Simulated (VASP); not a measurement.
Runs of VASP 6.6.1 on TiAsS3. The structure is that of space group Pm-3m (No. 221), or close to it. The cells are those of the table. 

```csv
task,cell,k mesh,cutoff (eV),gap on the mesh (eV),pressure (GPa),relaxed volume (Å³/atom)
single point,"a = 4.672 Å, 5 atoms",4 × 4 × 4,520,none,0.2,-
single point,"a = 4.683 Å, 5 atoms",8 × 8 × 8,520,none,0.0,-
relaxation of cell and atoms,"relaxed from a = 4.536 Å, 5 atoms",4 × 4 × 4,600,none,0.0,(a)
relaxation of cell and atoms,"relaxed from a = 4.672 Å, 5 atoms",8 × 8 × 8,600,none,0.0,20.53
```

Alike in all rows: level PBE; potentials or basis VASP PAW PBE potentials, release 64 (Ti_sv, As, S); no spin polarisation; smearing gaussian 0.1 eV.

Problem. Estimate the missing entries.

Solution. (a) 20.44.

A k mesh can miss the band edges, and the runs leave out spin-orbit coupling on As.

A gap of «none» marks levels without a gap at the run's occupations.
